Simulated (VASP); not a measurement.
Set up this calculation in VASP 6.6.1, as the native input.

```
Task                   : single point
Functional             : LDA
Potentials or basis    : VASP PAW LDA potentials, release 64 (Si, O)
Cutoff                 : 520 eV
k mesh                 : 8 × 8 × 8
Occupations            : gaussian, width 0.02 eV
Spin                   : no spin polarisation
Dipole correction      : no
Further INCAR settings : ALGO = Normal; EDIFF = 1e-06; NBANDS = 25
```

The structure of SiO2 lies in POSCAR:

```
SiO2
1.0
   -2.4624994460      2.4624994460      3.6436693974
    2.4624994460     -2.4624994460      3.6436693974
    2.4624994460      2.4624994460     -3.6436693974
Si O
2 4
Direct
    0.0000000000      0.0000000000      0.0000000000
    0.7500000000      0.2500000000      0.5000000000
    0.9742770065      0.6250000000      0.8492770065
    0.3750000000      0.2242770065      0.3492770065
    0.7757229935      0.1250000000      0.1507229935
    0.8750000000      0.0257229935      0.6507229935
```

These files were run (other wordings do the same):

INCAR

```
PREC = Accurate
ENCUT = 520
EDIFF = 1E-6
ISMEAR = 0
SIGMA = 0.02
LREAL = F
LASPH = T
NELM = 100
ALGO = Normal
ISIF = 2
LWAVE = F
LCHARG = F
NBANDS = 25
```

KPOINTS

```
regular mesh
0
Gamma
  8 8 8
```

Potentials or basis: VASP PAW LDA potentials, release 64 (Si, O).

Launch:

```sh
$ cat potpaw_LDA.64/Si/POTCAR potpaw_LDA.64/O/POTCAR > POTCAR
$ mpirun -np 1 vasp_std > vasp.out
```

It gave:

The pressure is 0.6 GPa, the largest force is 0.028 eV/Å and the band gap on the k mesh is 5.76 eV, direct.

Wall time 2.2 min on 1 thread of Intel(R) Xeon(R) Platinum 8488C (Sapphire Rapids) (shared host), peak memory 0.24 GiB.
